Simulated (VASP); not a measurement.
Wanted: the native input for a VASP 6.6.1 run.

```yaml
Task: single point
Functional: PBE
Potentials_or_basis: VASP PAW PBE potentials, release 64 (Hf_pv, O)
Cutoff: 520 eV
k_mesh: 8 × 8 × 8
Occupations: gaussian, width 0.05 eV
Spin: no spin polarisation
Dipole_correction: no
Further_INCAR_settings: ALGO = Normal; EDIFF = 1e-07; NBANDS = 18
```

The structure of HfO2 lies in POSCAR:

```
HfO2
1.0
    0.0000000000      2.5488057606      2.5488057606
    2.3958774150      0.0000000000      2.5488057606
    2.3958774150      2.5488057606      0.0000000000
Hf O
1 2
Direct
    0.0000000000      0.0000000000      0.0000000000
    0.2500000000      0.2500000000      0.2500000000
    0.7500000000      0.7500000000      0.7500000000
```

This cell differs from its parent crystal: strain -0.0600 x Voigt [1, 0, 0, 0, 0, 0].

The input as run:

INCAR

```
ALGO = Normal
EDIFF = 1E-7
ENCUT = 520
GGA = PE
ISIF = 2
ISMEAR = 0
LASPH = T
LCHARG = F
LREAL = F
LWAVE = F
NBANDS = 18
NELM = 100
PREC = Accurate
SIGMA = 0.05
```

KPOINTS

```
k-points
0
Gamma
  8 8 8
```

Potentials or basis: VASP PAW PBE potentials, release 64 (Hf_pv, O).

Command:

```console
$ cat potpaw_PBE.64/Hf_pv/POTCAR potpaw_PBE.64/O/POTCAR > POTCAR
$ mpirun -np 1 vasp_std > vasp.out
```

Results of the run:

```yaml
Pressure: 13.3 GPa
Band_gap_on_the_k_mesh: 3.11 eV, indirect (least direct gap 3.36 eV)
```

Caveat: the cell differs from its parent crystal (strain -0.0600 x Voigt [1, 0, 0, 0, 0, 0]); spin-orbit coupling is left out, which moves the levels of the heavy elements.

Wall time 22 s on 1 thread of AMD EPYC 9R45 96-Core Processor (Zen 5) (shared host), peak memory 0.15 GiB.
